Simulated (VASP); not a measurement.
# ZrIn2Se3 (P4/mmm) in VASP: single point with PBE

Aim: the single point of ZrIn2Se3 with PBE.

Everything below comes from runs of VASP 6.6.1. Logs are shortened: lines on timing, memory, paths and dates and some standing lists are left out, and cuts for length are marked.

## 1. The cell of the first run

Symmetry: P4/mmm, No. 123, tetragonal system. The conventional cell has a = 3.514 Å, b = 3.514 Å, c = 11.305 Å, α = 90.00°, β = 90.00°, γ = 90.00°. Zr (site symmetry 4/mmm) has 8 Se at 2.92 Å and 4 Zr at 3.51 Å and 2 In at 3.86 Å within 3.9 Å. Within 4.0 Å of In (site symmetry 4mm) lie 8 Se at 3.06 to 3.41 Å and 5 In at 3.51 to 3.59 Å and 1 Zr at 3.86 Å. Within 4.2 Å of Se (site symmetry 4/mmm) lie 8 In at 3.06 Å and 6 Se at 3.51 to 4.13 Å. Within 3.8 Å of Se (site symmetry 4mm) lie 4 Zr at 2.92 Å and 5 Se at 3.05 to 3.51 Å and 4 In at 3.41 Å.

The cell was generated, and may not be a known phase.

## 2. Single point, PBE, collinear spin

Input file INCAR:

```
SYSTEM = ZrIn2Se3
PREC     = Accurate       ! precision mode
ENCUT    = 520            ! plane-wave cutoff, eV
EDIFF    = 1E-7           ! SCF threshold, eV
ISMEAR   = 0              ! smearing method
SIGMA    = 0.1            ! smearing width, eV
LREAL    = .FALSE.        ! projectors in reciprocal space
LASPH    = .TRUE.         ! aspherical terms in the spheres
NELM     = 150            ! most SCF steps
ALGO     = Normal         ! electronic algorithm
ISIF     = 2              ! what is computed and relaxed
LWAVE    = .FALSE.        ! write WAVECAR
LCHARG   = .TRUE.         ! write CHGCAR
ISPIN    = 2              ! spin polarisation
MAGMOM   = 1 0 0 0 0 0    ! initial moments
LORBIT   = 11             ! projections on sites
LMAXMIX  = 4              ! l up to which the mixer works
GGA      = PE             ! functional
LELF     = .TRUE.         ! ELF
LVHAR    = .TRUE.       
NBANDS   = 41             ! bands
```

Input file KPOINTS:

```
Automatic mesh
0
G
  6 6 2
  0 0 0
```

Input file POSCAR:

```
ZrIn2Se3
1.0
    3.5139311387      0.0000000000      0.0000000000
    0.0000000000      3.5139311387      0.0000000000
    0.0000000000      0.0000000000     11.3046049627
Zr In Se
1 2 3
Direct
    0.5000000000      0.5000000000      0.5000000000
    0.5000000000      0.5000000000      0.8413276024
    0.5000000000      0.5000000000      0.1586723976
    0.0000000000      0.0000000000      0.0000000000
    0.0000000000      0.0000000000      0.6348380611
    0.0000000000      0.0000000000      0.3651619389
```

Potentials or basis: VASP PAW PBE potentials, release 64 (Zr_sv, In_d, Se).

Run with:

```bash
$ cat potpaw_PBE.64/Zr_sv/POTCAR potpaw_PBE.64/In_d/POTCAR potpaw_PBE.64/Se/POTCAR > POTCAR
$ mpirun -np 1 vasp_std > vasp.out
```

OUTCAR:

```text
SYSTEM = ZrIn2Se3
   PREC = Accurate
   ENCUT = 520
   EDIFF = 1E-7
   ISMEAR = 0
   LREAL = .FALSE.
   LASPH = .TRUE.
   NELM = 150
   ISIF = 2
   ISPIN = 2
   LORBIT = 11
   GGA = PE

 ion  position               nearest neighbor table
   1  0.500  0.500  0.500-   5 2.92   6 2.92   5 2.92   6 2.92   5 2.92   6 2.92   5 2.92   6 2.92
                             2 3.86   3 3.86
   2  0.500  0.500  0.841-   4 3.06   4 3.06   4 3.06   4 3.06   3 3.59   1 3.86
   3  0.500  0.500  0.159-   4 3.06   4 3.06   4 3.06   4 3.06   2 3.59   1 3.86
   4  0.000  0.000  0.000-   2 3.06   3 3.06   2 3.06   3 3.06   2 3.06   3 3.06   2 3.06   3 3.06

   5  0.000  0.000  0.635-   1 2.92   1 2.92   1 2.92   1 2.92
   6  0.000  0.000  0.365-   1 2.92   1 2.92   1 2.92   1 2.92

  LATTYP: Found a simple tetragonal cell.
 ALAT       =     3.5139311387
 C/A-ratio  =     3.2170820988

  Lattice vectors:

 A1 = (   3.5139311387,   0.0000000000,   0.0000000000)
 A2 = (   0.0000000000,   3.5139311387,   0.0000000000)
 A3 = (   0.0000000000,   0.0000000000,  11.3046049627)

Analysis of symmetry for initial positions (statically):
=====================================================================
 Subroutine PRICEL returns:
 Original cell was already a primitive cell.

 Routine SETGRP: Setting up the symmetry group for a
 simple tetragonal supercell.

 Subroutine GETGRP returns: Found 16 space group operations
 (whereof 16 operations were pure point group operations)
 out of a pool of 16 trial point group operations.

The static configuration has the point symmetry D_4h.

Analysis of symmetry for dynamics (positions and initial velocities):
=====================================================================
 Subroutine PRICEL returns:
 Original cell was already a primitive cell.

 Routine SETGRP: Setting up the symmetry group for a
 simple tetragonal supercell.

 Subroutine GETGRP returns: Found 16 space group operations
 (whereof 16 operations were pure point group operations)
 out of a pool of 16 trial point group operations.

The dynamic configuration has the point symmetry D_4h.

Analysis of structural, dynamic, and magnetic symmetry:
=====================================================================
 Subroutine PRICEL returns:
 Original cell was already a primitive cell.

 Routine SETGRP: Setting up the symmetry group for a
 simple tetragonal supercell.

 Subroutine GETGRP returns: Found 16 space group operations
 (whereof 16 operations were pure point group operations)
 out of a pool of 16 trial point group operations.

The overall configuration has the point symmetry D_4h.

 Subroutine INISYM returns: Found 16 space group operations
 (whereof 16 operations are pure point group operations),
 and found     1 'primitive' translations

----------------------------------------------------------------------------------------

                                     Primitive cell

  volume of cell :     139.5860

  direct lattice vectors                    reciprocal lattice vectors
     3.513931139  0.000000000  0.000000000     0.284581559  0.000000000  0.000000000
     0.000000000  3.513931139  0.000000000     0.000000000  0.284581559  0.000000000
     0.000000000  0.000000000 11.304604963     0.000000000  0.000000000  0.088459526

  length of vectors
     3.513931139  3.513931139 11.304604963     0.284581559  0.284581559  0.088459526

  position of ions in fractional coordinates (direct lattice)
     0.500000000  0.500000000  0.500000000
     0.500000000  0.500000000  0.841327602
     0.500000000  0.500000000  0.158672398
     0.000000000  0.000000000  0.000000000
     0.000000000  0.000000000  0.634838061
     0.000000000  0.000000000  0.365161939

  ion indices of the primitive-cell ions
   primitive index   ion index
                 1           1
                 2           2
                 3           3
                 4           4
                 5           5
                 6           6
[... 29 lines left out ...]
  0.000000  0.000000  0.000000      1.000000
  0.166667  0.000000  0.000000      4.000000
  0.333333  0.000000  0.000000      4.000000
  0.500000  0.000000  0.000000      2.000000
  0.166667  0.166667  0.000000      4.000000
  0.333333  0.166667  0.000000      8.000000
[... 12 lines left out ...]
  0.500000  0.333333  0.500000      4.000000
  0.500000  0.500000  0.500000      1.000000
   k-points           NKPTS =     20   k-points in BZ     NKDIM =     20   number of bands    NBANDS=     41
   number of dos      NEDOS =    301   number of ions     NIONS =      6
   total plane-waves  NPLWV =  65856
   dimension x,y,z NGX =    28 NGY =   28 NGZ =   84
   dimension x,y,z NGXF=    56 NGYF=   56 NGZF=  168
   ions per type =               1   2   3
   NGX,Y,Z   is equivalent  to a cutoff of  13.25, 13.25, 12.35 a.u.
   NGXF,Y,Z  is equivalent  to a cutoff of  26.49, 26.49, 24.71 a.u.
 SYSTEM =  ZrIn2Se3
   PREC   = accura    normal or accurate (medium, high low for compatibility)
   ISTART =      0    job   : 0-new  1-cont  2-samecut
   ICHARG =      2    charge: 1-file 2-atom 10-const
   ISPIN  =      2    spin polarized calculation?
   LNONCOLLINEAR =      F non collinear calculations
   LSORBIT =      F    spin-orbit coupling
   LASPH  =      T    aspherical Exc in radial PAW
   ENCUT  =  520.0 eV  38.22 Ry    6.18 a.u.   6.53  6.53 21.02*2*pi/ulx,y,z
   NELM   =    150;   NELMIN=  2; NELMDL= -5     # of ELM steps
   EDIFF  = 0.1E-06   stopping-criterion for ELM
   LREAL  =      F    real-space projection
   EDIFFG = 0.1E-05   stopping-criterion for IOM
   NSW    =      0    number of steps for IOM
   IBRION =     -1    ionic relax: 0-MD 1-quasi-New 2-CG
   NFREE  =      0    steps in history (QN), initial steepest desc. (CG)
   ISIF   =      2    stress and relaxation
   ISYM   =      2    0-nonsym 1-usesym 2-fastsym
   POTIM  = 0.5000    time-step for ionic-motion
   TEBEG  =    0.0;   TEEND  =   0.0 temperature during run
   PSTRESS=    0.0 pullay stress
   NELECT =      56.0000    total number of electrons
   NUPDOWN=      -1.0000    fix difference up-down
   EMIN   =  10.00;   EMAX   =-10.00  energy-range for DOS
   EFERMI =   0.00;   METHOD = LEGACY
   ISMEAR =     0;   SIGMA  =   0.10  broadening in eV -4-tet -1-fermi 0-gaus
   EFERMI_NEDOS =   21; number of points for ismear=-14 and -15
   IALGO  =     38    algorithm
   IMIX   =      4    mixing-type and parameters
     AMIX     =   0.40;   BMIX     =  1.00
     AMIX_MAG =   1.60;   BMIX_MAG =  1.00
  volume/ion in A,a.u.               =      23.26       157.00
  Fermi-wavevector in a.u.,A,eV,Ry     =   1.207416  2.281685 19.835295  1.457853
  Thomas-Fermi vector in A             =   2.343054
   LORBIT       =     11    0 simple, 1 ext, 2 COOP (PROOUT), +10 PAW based schemes
   GGA     = PE    functional components
   LHFCALC =     F    Hartree Fock is set to
   AEXX    =    0.0000 exact exchange contribution
   IVDW    =     0    specifies the selected vdW correction
   LEPSILON=     F    determine dielectric tensor
   LRPA    =     F    only Hartree local field effects (RPA)
 spin polarized calculation
 Gauss-broadening in eV      SIGMA  =   0.10
  energy-cutoff  :      520.00
  volume of cell :      139.59
 maximum number of plane-waves:      3802
 NGX is ok and might be reduce to    28
   NGX = 13   NGY = 13   NGZ = 43

 number of electron      56.0000011 magnetization       0.0000240

 Free energy of the ion-electron system (eV)
  ---------------------------------------------------
  ext. energy  EPLUGINS =         0.00000000
  ---------------------------------------------------
  free energy    TOTEN  =       -27.88107342 eV

  energy without entropy =      -27.87372565  energy(sigma->0) =      -27.87739954

 E-fermi :   6.7450     XC(G=0): -10.3329

 val. band max:        6.7181723953   @ k =   0.0000   0.0000   0.5000
 cond. band min:       6.7948143062   @ k =   0.5000   0.3333   0.0000
 fundamental gap:      0.0766419110
 Fermi energy:         6.7449820100

 spin component 1

 k-point     1 :       0.0000    0.0000    0.0000
  band No.  band energies     occupation
      1     -43.1482      1.00000
      2     -21.2359      1.00000
      3     -21.0021      1.00000
      4     -21.0021      1.00000
      5      -7.9037      1.00000
      6      -7.8965      1.00000
[... 849 lines left out ...]
     39      11.3740      0.00000
     40      12.1954      0.00000
 Fermi energy:         6.7449820100

 spin component 2

 k-point     1 :       0.0000    0.0000    0.0000
  band No.  band energies     occupation
      1     -43.1481      1.00000
      2     -21.2359      1.00000
      3     -21.0020      1.00000
      4     -21.0020      1.00000
      5      -7.9037      1.00000
      6      -7.8965      1.00000
[... 849 lines left out ...]
     39      11.3740      0.00000
     40      12.1955      0.00000
 [bands above 40 left out]

------------------------ aborting loop because EDIFF is reached ----------------------------------------

  FORCE on cell =-STRESS in cart. coord.  units (eV):
  Direction    XX          YY          ZZ          XY          YZ          ZX
  --------------------------------------------------------------------------------------
  -------------------------------------------------------------------------------------
  Total        0.0397999      0.0397999      0.0169444      0.0000000      0.0000000      0.0000000
  in kB        0.4568261      0.4568261      0.1944888      0.0000000      0.0000000      0.0000000
  external PRESSURE =       0.3693804 kB  Pullay stress =       0.0000000 kB

 VOLUME and BASIS-vectors are now :
 -----------------------------------------------------------------------------
  energy-cutoff  :      520.00
  volume of cell :      139.59
      direct lattice vectors                 reciprocal lattice vectors
     3.513931139  0.000000000  0.000000000     0.284581559  0.000000000  0.000000000
     0.000000000  3.513931139  0.000000000     0.000000000  0.284581559  0.000000000
     0.000000000  0.000000000 11.304604963     0.000000000  0.000000000  0.088459526

 POSITION                                       TOTAL-FORCE (eV/Angst)
 -----------------------------------------------------------------------------------
      1.75697      1.75697      5.65230         0.000000      0.000000      0.000000
      1.75697      1.75697      9.51088         0.000000      0.000000     -0.001532
      1.75697      1.75697      1.79373         0.000000     -0.000000      0.001532
      0.00000      0.00000      0.00000         0.000000      0.000000      0.000000
      0.00000      0.00000      7.17659        -0.000000      0.000000      0.007158
      0.00000      0.00000      4.12801         0.000000     -0.000000     -0.007158
 -----------------------------------------------------------------------------------
    total drift:                                0.000000      0.000000      0.000000

  FREE ENERGIE OF THE ION-ELECTRON SYSTEM (eV)
  ---------------------------------------------------
  free  energy   TOTEN  =       -27.8810734207 eV

  energy  without entropy=      -27.8737256545  energy(sigma->0) =      -27.87739954

 total charge

# of ion       s       p       d       tot
------------------------------------------
    1        2.130   5.963   1.515   9.608
    2        1.052   0.332   9.867  11.250
    3        1.052   0.332   9.867  11.250
    4        1.489   2.288   0.029   3.807
    5        1.470   2.325   0.038   3.833
    6        1.470   2.325   0.038   3.833
--------------------------------------------------
tot          8.663  13.565  21.354  43.581

 magnetization (x)

# of ion       s       p       d       tot
------------------------------------------
    1        0.000   0.000   0.000   0.000
    2        0.000  -0.000  -0.000   0.000
    3        0.000  -0.000  -0.000   0.000
    4        0.000   0.000  -0.000   0.000
    5       -0.000  -0.000   0.000  -0.000
    6       -0.000  -0.000   0.000  -0.000
--------------------------------------------------
tot          0.000  -0.000   0.000   0.000
```

Wall time 5.6 min (1 thread of Intel Xeon Platinum 8259CL at 2.50GHz (Skylake/Cascade Lake), shared host); peak memory 0.39 GiB.

Results:

```yaml
Free_energy: -27.8811 eV
Pressure: 0.0 GPa
Largest_force: 0.007 eV/Å
Band_gap_on_the_k_mesh: zero (filled and empty bands overlap)
Net_moment: 0.00 μB per cell
Valence_electrons_inside_the_program's_atomic_spheres: Zr 9.61; In 11.25; Se 3.81, 3.83 (each value once)
```

Forces in eV/Å, atoms in the order of the input:
```
Zr   0.000  0.000  0.000
In   0.000  0.000 -0.002
In   0.000  0.000  0.002
Se   0.000  0.000  0.000
Se   0.000  0.000  0.007
Se   0.000  0.000 -0.007
```

Caveat: spin-orbit coupling is left out, which moves the levels of the heavy elements.

The gap in the log of VASP goes by the Fermi energy; the results here count the filled bands.